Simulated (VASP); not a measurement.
**Lu: relaxation of cell and atoms with PBE**

Crystal: Lu.

```
Lu
1.0
     0.00000    2.45000    2.45000
     2.45000    0.00000    2.45000
     2.45000    2.45000    0.00000
Lu
1
Cartesian
  0.0000 0.0000 0.0000
```

This isn't the form of Lu at room conditions, which is hcp.

- Program: VASP 6.6.1
- Task: relaxation of cell and atoms
- Functional: PBE
- Potentials or basis: VASP PAW PBE potentials, release 64 (Lu)
- Cutoff: 600 eV
- k mesh: 14 × 14 × 14
- Occupations: fermi-dirac, width 0.1 eV
- Spin: no spin polarisation
- Dipole correction: no
- Further INCAR settings: ALGO = Normal; EDIFF = 1e-07; IBRION = 2; EDIFFG = -0.01; NSW = 80; ISIF = 3

```json
{"Relaxed volume": "29.19 Å³/atom", "Relaxed cell": "a = 3.456 Å, b = 3.456 Å, c = 3.456 Å, α = 60.00°, β = 60.00°, γ = 60.00°", "Space group after relaxing (to 0.1 Å)": "Fm-3m (No. 225)", "Energy gained by relaxing": "0.2 meV/atom", "Ionic steps": "2", "Pressure after relaxing": "0.0 GPa", "Band gap on the k mesh": "zero (an odd number of electrons rules out a gap without spin polarisation)"}
```

Step by step:
| step | energy change (eV) | largest force (eV/Å) | pressure (GPa) | volume (Å³) |
| --- | --- | --- | --- | --- |
| 1 | 0.0000 | 0.0000 | -0.28 | 29.41 |
| 2 | -0.0002 | 0.0000 | 0.01 | 29.19 |

Final structure:
```xyz
1
Lattice="0.0000 2.4439 2.4439 2.4439 0.0000 2.4439 2.4439 2.4439 0.0000" Properties=species:S:1:pos:R:3 pbc="T T T"
Lu    2.4439    0.0000    2.4439
```

Levels at points of the mesh, in eV from the Fermi level:
```csv
k point,band 10,band 11,band 12,band 13,band 14,band 15
"(0.00, 0.00, 0.00)",-4.91,-4.91,-4.91,2.24,2.24,2.24
"(0.50, 0.00, 0.00)",-4.93,-4.91,-2.59,0.30,2.03,2.03
"(0.50, 0.50, 0.00)",-4.94,-4.94,-2.02,-0.81,1.89,6.38
```

Wall time 44 s on 1 thread of Intel(R) Xeon(R) 6975P-C (Granite Rapids), on a shared host, peak memory 0.22 GiB.

Caveat: spin-orbit coupling is left out, which moves the levels of the heavy elements.
